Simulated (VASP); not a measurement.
# ScPb3Cl6 (Fm-3m) in VASP: further runs, part 2 of 2

VASP 6.6.1. Earlier steps stand in the parts before.

## Step 3: Single point, PBE

Contents of INCAR:

```
SYSTEM = ScPb3Cl6
PREC = Accurate ; ENCUT = 520
EDIFF = 1E-7 ; ISMEAR = -5
SIGMA = 0.1 ; LREAL = .FALSE.
LASPH = .TRUE. ; NELM = 80
ALGO = Normal ; ISIF = 2
LWAVE = .FALSE. ; LCHARG = .FALSE.
GGA = PE ; NBANDS = 58
```

Contents of KPOINTS:

```
regular mesh
0
G
  3 3 3
  0 0 0
```

Contents of POSCAR:

```
ScPb3Cl6
1.0
    0.0000000000      5.3279650000      5.3279650000
    5.3279650000      0.0000000000      5.3279650000
    5.3279650000      5.3279650000      0.0000000000
Pb Cl Sc
3 6 1
Direct
    0.2500000000      0.2500000000      0.2500000000
    0.7500000000      0.7500000000      0.7500000000
    0.5000000000      0.5000000000      0.5000000000
    0.2380000000      0.7620000000      0.7620000000
    0.7620000000      0.2380000000      0.7620000000
    0.7620000000      0.2380000000      0.2380000000
    0.2380000000      0.7620000000      0.2380000000
    0.7620000000      0.7620000000      0.2380000000
    0.2380000000      0.2380000000      0.7620000000
    0.0000000000      0.0000000000      0.0000000000
```

Potentials or basis: VASP PAW PBE potentials, release 64 (Pb_d, Cl, Sc_sv).

Command:

```console
$ cat potpaw_PBE.64/Pb_d/POTCAR potpaw_PBE.64/Cl/POTCAR potpaw_PBE.64/Sc_sv/POTCAR > POTCAR
$ mpirun -np 1 vasp_std > vasp.out
```

OUTCAR:

```text
SYSTEM = ScPb3Cl6
   PREC = Accurate
   ENCUT = 520
   EDIFF = 1E-7
   ISMEAR = -5
   LREAL = .FALSE.
   LASPH = .TRUE.
   NELM = 80
   ISIF = 2
   GGA = PE

 ion  position               nearest neighbor table
   1  0.250  0.250  0.250-
   2  0.750  0.750  0.750-
   3  0.500  0.500  0.500-   4 2.79   5 2.79   6 2.79   7 2.79   8 2.79   9 2.79
   4  0.238  0.762  0.762-  10 2.54   3 2.79
   5  0.762  0.238  0.762-  10 2.54   3 2.79
   6  0.762  0.238  0.238-  10 2.54   3 2.79
   7  0.238  0.762  0.238-  10 2.54   3 2.79
   8  0.762  0.762  0.238-  10 2.54   3 2.79
   9  0.238  0.238  0.762-  10 2.54   3 2.79
  10  0.000  0.000  0.000-   4 2.54   5 2.54   6 2.54   7 2.54   8 2.54   9 2.54

  LATTYP: Found a face centered cubic cell.
 ALAT       =    10.6559300000

  Lattice vectors:

 A1 = (   0.0000000000,   5.3279650000,   5.3279650000)
 A2 = (   5.3279650000,   0.0000000000,   5.3279650000)
 A3 = (   5.3279650000,   5.3279650000,   0.0000000000)

Analysis of symmetry for initial positions (statically):
=====================================================================
 Subroutine PRICEL returns:
 Original cell was already a primitive cell.

 Routine SETGRP: Setting up the symmetry group for a
 face centered cubic supercell.

 Subroutine GETGRP returns: Found 48 space group operations
 (whereof 48 operations were pure point group operations)
 out of a pool of 48 trial point group operations.

The static configuration has the point symmetry O_h .

Analysis of symmetry for dynamics (positions and initial velocities):
=====================================================================
 Subroutine PRICEL returns:
 Original cell was already a primitive cell.

 Routine SETGRP: Setting up the symmetry group for a
 face centered cubic supercell.

 Subroutine GETGRP returns: Found 48 space group operations
[... 125 lines left out ...]
   GGA     = PE    functional components
   LHFCALC =     F    Hartree Fock is set to
   AEXX    =    0.0000 exact exchange contribution
   IVDW    =     0    specifies the selected vdW correction
   LEPSILON=     F    determine dielectric tensor
   LRPA    =     F    only Hartree local field effects (RPA)
 non-spin polarized calculation
 Fermi weights with tetrahedron method with Bloechl corrections
  energy-cutoff  :      520.00
  volume of cell :      302.49
 maximum number of plane-waves:      8154
   NGX = 29   NGY = 29   NGZ = 29

 number of electron      95.0000012 magnetization

 Free energy of the ion-electron system (eV)
  ---------------------------------------------------
  ext. energy  EPLUGINS =         0.00000000
  ---------------------------------------------------
  free energy    TOTEN  =       -37.02969292 eV

  energy without entropy =      -37.02969292  energy(sigma->0) =      -37.02969292

 E-fermi :   4.3675     XC(G=0):  -8.5260

 val. band max:        4.4713289877   @ k =   0.0000   0.0000   0.0000
 cond. band min:       4.3837046085   @ k =   0.3333   0.0000   0.0000
 fundamental gap:     -0.0876243793
 Fermi energy:         4.3675348742

 k-point     1 :       0.0000    0.0000    0.0000
  band No.  band energies     occupation
      1     -47.3529      2.00000
      2     -25.9673      2.00000
      3     -25.9673      2.00000
      4     -25.9673      2.00000
      5     -14.3399      2.00000
      6     -14.3399      2.00000
[... 233 lines left out ...]
     57       5.6786      0.00000
     58       6.6311      0.00000

------------------------ aborting loop because EDIFF is reached ----------------------------------------

  FORCE on cell =-STRESS in cart. coord.  units (eV):
  Direction    XX          YY          ZZ          XY          YZ          ZX
  --------------------------------------------------------------------------------------
  -------------------------------------------------------------------------------------
  Total        0.9943790      0.9943790      0.9943790      0.0000000     -0.0000000      0.0000000
  in kB        5.2668198      5.2668198      5.2668198      0.0000000     -0.0000000      0.0000000
  external PRESSURE =       5.2668198 kB  Pullay stress =       0.0000000 kB

 VOLUME and BASIS-vectors are now :
 -----------------------------------------------------------------------------
  energy-cutoff  :      520.00
  volume of cell :      302.49
      direct lattice vectors                 reciprocal lattice vectors
     0.000000000  5.327965000  5.327965000    -0.093844460  0.093844460  0.093844460
     5.327965000  0.000000000  5.327965000     0.093844460 -0.093844460  0.093844460
     5.327965000  5.327965000  0.000000000     0.093844460  0.093844460 -0.093844460

 POSITION                                       TOTAL-FORCE (eV/Angst)
 -----------------------------------------------------------------------------------
      2.66398      2.66398      2.66398         0.000000      0.000000      0.000000
      7.99195      7.99195      7.99195         0.000000     -0.000000      0.000000
      5.32796      5.32796      5.32796        -0.000000      0.000000      0.000000
      8.11982      5.32797      5.32797         0.498910      0.000000      0.000000
      5.32797      8.11982      5.32797        -0.000000      0.498910      0.000000
      2.53611      5.32797      5.32797        -0.498910      0.000000      0.000000
      5.32797      2.53611      5.32797        -0.000000     -0.498910      0.000000
      5.32797      5.32797      8.11982        -0.000000      0.000000      0.498910
      5.32797      5.32797      2.53611        -0.000000      0.000000     -0.498910
      0.00000      0.00000      0.00000        -0.000000      0.000000      0.000000
 -----------------------------------------------------------------------------------
    total drift:                                0.000000      0.000000      0.000000

  FREE ENERGIE OF THE ION-ELECTRON SYSTEM (eV)
  ---------------------------------------------------
  free  energy   TOTEN  =       -37.0296929219 eV

  energy  without entropy=      -37.0296929219  energy(sigma->0) =      -37.02969292
```

Wall time 3.5 min (1 thread of Intel Xeon Platinum 8488C (Sapphire Rapids), shared host); peak memory 0.44 GiB.

Results:

```
Free energy            : -37.0297 eV
Pressure               : 0.5 GPa
Largest force          : 0.499 eV/Å
Band gap on the k mesh : zero (an odd number of electrons rules out a gap without spin polarisation)
```

Forces on the atoms (eV/Å):
```
Pb   0.000  0.000  0.000
Pb   0.000  0.000  0.000
Pb   0.000  0.000  0.000
Cl   0.499  0.000  0.000
Cl   0.000  0.499  0.000
Cl  -0.499  0.000  0.000
Cl   0.000 -0.499  0.000
Cl   0.000  0.000  0.499
Cl   0.000  0.000 -0.499
Sc   0.000  0.000  0.000
```

Caveat: spin-orbit coupling is left out, which moves the levels of the heavy elements; an odd number of electrons without spin polarisation forces a metal; a magnetic or distorted state may lie lower; tetrahedron occupations give inexact forces and stress in metals.
